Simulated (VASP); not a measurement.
# ZnS (P6_3mc) in VASP: further runs, part 2 of 2

VASP 6.6.1.

## Step 4: Relaxation of cell and atoms, LDA, target pressure 15 GPa, at which the enthalpy is minimised

INCAR

```
PREC = Accurate
ENCUT = 600
EDIFF = 1E-7
ISMEAR = 0
SIGMA = 0.01
LREAL = F
LASPH = T
NELM = 60
ALGO = Normal
ISIF = 3
LWAVE = F
LCHARG = F
IBRION = 2
NSW = 100
EDIFFG = -0.002
PSTRESS = 150.0
```

KPOINTS

```
Automatic mesh
0
Gamma
  6 6 4
```

POSCAR

```
ZnS
1.0
    3.7382324346      0.0000000000      0.0000000000
   -1.8691162173      3.2374042537      0.0000000000
    0.0000000000      0.0000000000      6.1429976498
Zn S
2 2
Direct
    0.3333333333      0.6666666667      0.0055913297
    0.6666666667      0.3333333333      0.5055913297
    0.3333333333      0.6666666667      0.3794086703
    0.6666666667      0.3333333333      0.8794086703
```

Potentials or basis: VASP PAW LDA potentials, release 64 (Zn, S).

Launch:

```bash
$ cat potpaw_LDA.64/Zn/POTCAR potpaw_LDA.64/S/POTCAR > POTCAR
$ mpirun -np 1 vasp_std > vasp.out
```

OUTCAR:

```text
PREC = Accurate
   ENCUT = 600
   EDIFF = 1E-7
   ISMEAR = 0
   LREAL = F
   LASPH = T
   NELM = 60
   ISIF = 3
   IBRION = 2
   NSW = 100
   EDIFFG = -0.002
   PSTRESS = 150.0

 ion  position               nearest neighbor table
   1  0.333  0.667  0.006-   4 2.29   4 2.29   4 2.29   3 2.30
   2  0.667  0.333  0.506-   3 2.29   3 2.29   3 2.29   4 2.30
   3  0.333  0.667  0.379-   2 2.29   2 2.29   2 2.29   1 2.30
   4  0.667  0.333  0.879-   1 2.29   1 2.29   1 2.29   2 2.30

  LATTYP: Found a hexagonal cell.
 ALAT       =     3.7382324346
 C/A-ratio  =     1.6432893773

  Lattice vectors:

 A1 = (   3.7382324346,   0.0000000000,   0.0000000000)
 A2 = (  -1.8691162173,   3.2374042537,   0.0000000000)
 A3 = (   0.0000000000,   0.0000000000,   6.1429976498)

Analysis of symmetry for initial positions (statically):
=====================================================================
 Subroutine PRICEL returns:
 Original cell was already a primitive cell.

 Routine SETGRP: Setting up the symmetry group for a
 hexagonal supercell.

 Subroutine GETGRP returns: Found 12 space group operations
 (whereof  6 operations were pure point group operations)
 out of a pool of 24 trial point group operations.

The static configuration has the point symmetry C_3v.
 The point group associated with its full space group is C_6v.

Analysis of symmetry for dynamics (positions and initial velocities):
=====================================================================
 Subroutine PRICEL returns:
 Original cell was already a primitive cell.

 Routine SETGRP: Setting up the symmetry group for a
 hexagonal supercell.

 Subroutine GETGRP returns: Found 12 space group operations
 (whereof  6 operations were pure point group operations)
 out of a pool of 24 trial point group operations.

The dynamic configuration has the point symmetry C_3v.
 The point group associated with its full space group is C_6v.

 Subroutine INISYM returns: Found 12 space group operations
[... 129 lines left out ...]
 non-spin polarized calculation
 Gauss-broadening in eV      SIGMA  =   0.01
  energy-cutoff  :      600.00
  volume of cell :       74.34
 maximum number of plane-waves:      2539
 NGX is ok and might be reduce to    30
   NGX = 15   NGY = 15   NGZ = 25

--------------------------------------- Ionic step        1  -------------------------------------------

 number of electron      35.9999981 magnetization

 Free energy of the ion-electron system (eV)
  ---------------------------------------------------
  ext. energy  EPLUGINS =         0.00000000
  ---------------------------------------------------
  free energy    TOTEN  =       -16.39912227 eV

  energy without entropy =      -16.39912227  energy(sigma->0) =      -16.39912227

------------------------ aborting loop because EDIFF is reached ----------------------------------------

  FORCE on cell =-STRESS in cart. coord.  units (eV):
  Direction    XX          YY          ZZ          XY          YZ          ZX
  --------------------------------------------------------------------------------------
  -------------------------------------------------------------------------------------
  Total        0.1261545      0.1261545      0.1014899      0.0000000      0.0000000      0.0000000
  in kB        2.7187528      2.7187528      2.1872063      0.0000000      0.0000000      0.0000000
  external PRESSURE =    -147.4584294 kB  Pullay stress =     150.0000000 kB
[... 27 lines left out ...]
--------------------------------------- Ionic step        2  -------------------------------------------

 number of electron      36.0000024 magnetization

 E-fermi :   5.6371     XC(G=0): -11.5670

 val. band max:        5.5836586565   @ k =   0.0000   0.0000   0.0000
 cond. band min:       8.3925806761   @ k =   0.3333   0.3333   0.0000
 fundamental gap:      2.8089220196
 Fermi energy:         5.6370890736

 k-point     1 :       0.0000    0.0000    0.0000
  band No.  band energies     occupation
      1     -10.3466      2.00000
      2      -8.6837      2.00000
      3      -2.8073      2.00000
      4      -2.7693      2.00000
      5      -2.7693      2.00000
      6      -2.6362      2.00000
[... 589 lines left out ...]
  energy  without entropy=      -16.0394470470  energy(sigma->0) =      -16.03944705

  enthalpy is  TOTEN    =        -9.8920928156 eV   P V=        6.1473542313

[... ionic steps 4 to 11 ...]

--------------------------------------- Ionic step       12  -------------------------------------------

 number of electron      36.0000002 magnetization

------------------------ aborting loop because EDIFF is reached ----------------------------------------
[... 75 lines left out ...]
--------------------------------------- Ionic step       14  -------------------------------------------

 number of electron      36.0000003 magnetization

 Free energy of the ion-electron system (eV)
  ---------------------------------------------------
  ext. energy  EPLUGINS =         0.00000000
  ---------------------------------------------------
  free energy    TOTEN  =       -16.01918449 eV

  energy without entropy =      -16.01918449  energy(sigma->0) =      -16.01918449

 E-fermi :   3.9975     XC(G=0): -10.9177

 val. band max:        3.9467488006   @ k =   0.0000   0.0000   0.0000
 cond. band min:       6.7595613530   @ k =   0.0000   0.0000   0.0000
 fundamental gap:      2.8128125523
 Fermi energy:         3.9975052170

 k-point     1 :       0.0000    0.0000    0.0000
  band No.  band energies     occupation
      1     -10.7118      2.00000
      2      -9.3848      2.00000
      3      -3.5516      2.00000
      4      -3.5017      2.00000
      5      -3.5017      2.00000
      6      -3.3872      2.00000
[... 549 lines left out ...]
  energy  without entropy=      -16.0191844917  energy(sigma->0) =      -16.01918449

  enthalpy is  TOTEN    =        -9.8934017562 eV   P V=        6.1257827355

 reached required accuracy - stopping structural energy minimisation
```

OSZICAR:

```text
N       E                     dE             d eps       ncg     rms          rms(c)
DAV:   1     0.246747676883E+03    0.24675E+03   -0.19095E+04   924   0.221E+03
DAV:   2     0.596379727970E+01   -0.24078E+03   -0.23505E+03   966   0.404E+02
DAV:   3    -0.167369529584E+02   -0.22701E+02   -0.22608E+02  1110   0.125E+02
DAV:   4    -0.172680891897E+02   -0.53114E+00   -0.53055E+00  1062   0.197E+01
[... 125 lines left out ...]
DAV:   1    -0.160192068272E+02    0.14099E-02   -0.54842E-04  1078   0.381E-01    0.377E-02
DAV:   2    -0.160191880101E+02    0.18817E-04   -0.11776E-04  1084   0.260E-01    0.159E-02
DAV:   3    -0.160191855363E+02    0.24738E-05   -0.70676E-06  1090   0.252E-02    0.783E-03
DAV:   4    -0.160191845820E+02    0.95425E-06   -0.94354E-07  1044   0.880E-03    0.310E-03
DAV:   5    -0.160191844917E+02    0.90314E-07   -0.10132E-07   474   0.864E-03
  14 F= -.98934018E+01 E0= -.98934018E+01  d E =-.506533E-05
```

CONTCAR:

```text
ZnS
   1.00000000000000
     3.5737588300731860    0.0000000000000000    0.0000000000000000
    -1.7868794150365930    3.0949659339940490   -0.0000000000000000
    -0.0000000000000000    0.0000000000000000    5.9156135942752606
  Zn              S
     2     2
Direct
     0.3333333332999970    0.6666666667000030    0.0068381365562931
     0.6666666667000030    0.3333333332999970    0.5068381365562931
     0.3333333332999970    0.6666666667000030    0.3781618634437121
     0.6666666667000030    0.3333333332999970    0.8781618634437121

  0.00000000E+00  0.00000000E+00  0.00000000E+00
  0.00000000E+00  0.00000000E+00  0.00000000E+00
  0.00000000E+00  0.00000000E+00  0.00000000E+00
  0.00000000E+00  0.00000000E+00  0.00000000E+00
```

Wall time 12 min (1 thread of AMD EPYC 7R13, shared host); peak memory 0.17 GiB.

Results:

| Property | Result |
| --- | --- |
| Free energy | -16.0192 eV |
| Relaxed volume | 16.36 Å³/atom |
| Relaxed cell | a = 3.574 Å, b = 3.574 Å, c = 5.916 Å, α = 90.00°, β = 90.00°, γ = 120.00° |
| Space group after relaxing (to 0.05 Å) | P6_3mc (No. 186) |
| Energy change on relaxing (the enthalpy is what falls) | +95.0 meV/atom |
| Ionic steps | 14 |
| Pressure after relaxing | 15.0 GPa |
| Band gap on the k mesh | 2.81 eV, direct |

Step by step:
```
step  energy change (eV)  largest force (eV/Å)  pressure (GPa)  volume (Å³)
   1              0.0000                0.0022            0.25        74.34
   2              1.6980                0.0992           40.23        57.42
   3              0.3597                0.0404           14.55        65.66
   4              0.3755                0.0414           14.88        65.49
   5              0.3915                0.0423           15.27        65.32
   6              0.3691                0.0273           14.74        65.55
   7              0.3698                0.0277           14.78        65.55
   8              0.3749                0.0168           14.90        65.49
   9              0.3804                0.0052           15.03        65.43
  10              0.3821                0.0020           15.03        65.41
  11              0.3827                0.0007           15.08        65.40
  12              0.3823                0.0013           15.04        65.41
  13              0.3785                0.0013           14.97        65.45
  14              0.3799                0.0003           15.01        65.43
```

Final structure:
```yaml
crystal:
  lattice:
    - [3.57376, 0.00000, 0.00000]
    - [-1.78688, 3.09497, 0.00000]
    - [0.00000, 0.00000, 5.91561]
  atoms:
    - { symbol: Zn, position: [0.33333, 0.66667, 0.00684] }
    - { symbol: Zn, position: [0.66667, 0.33333, 0.50684] }
    - { symbol: S, position: [0.33333, 0.66667, 0.37816] }
    - { symbol: S, position: [0.66667, 0.33333, 0.87816] }
```

Levels at points of the mesh, in eV from the valence-band top:
```csv
k point,band 14,band 15,band 16,band 17,band 18,band 19,band 20,band 21,band 22
"(0.00, 0.00, 0.00)",-1.20,-1.20,-0.18,0.00,0.00,2.81,3.30,6.00,6.00
"(0.50, 0.00, 0.00)",-5.01,-4.32,-2.99,-2.40,-1.19,3.25,4.45,4.70,6.56
"(0.00, 0.00, 0.50)",-3.50,-0.64,-0.64,-0.64,-0.64,3.87,3.87,6.52,6.52
"(0.50, 0.00, 0.50)",-5.92,-2.23,-2.23,-2.17,-2.17,3.25,3.25,4.87,4.87
```

Caveat: the cell is relaxed towards a set pressure, so the enthalpy falls and the energy may rise.

## Step 5: The runs side by side

| cell | gap on the mesh (eV) | pressure (GPa) |
| --- | --- | --- |
| relaxed to 7 GPa | 2.53 | 7.0 |
| relaxed to 10 GPa | 2.65 | 10.0 |
| relaxed to 15 GPa | 2.81 | 15.0 |

Alike in all rows: task relaxation of cell and atoms; level LDA; potentials or basis VASP PAW LDA potentials, release 64 (Zn, S); no spin polarisation; k mesh 6 × 6 × 4; cutoff (eV) 600; smearing gaussian 0.01 eV.

Caveats: the cell is relaxed towards a set pressure, so the enthalpy falls and the energy may rise.

Absolute energies hang on the potentials; compare differences alone.
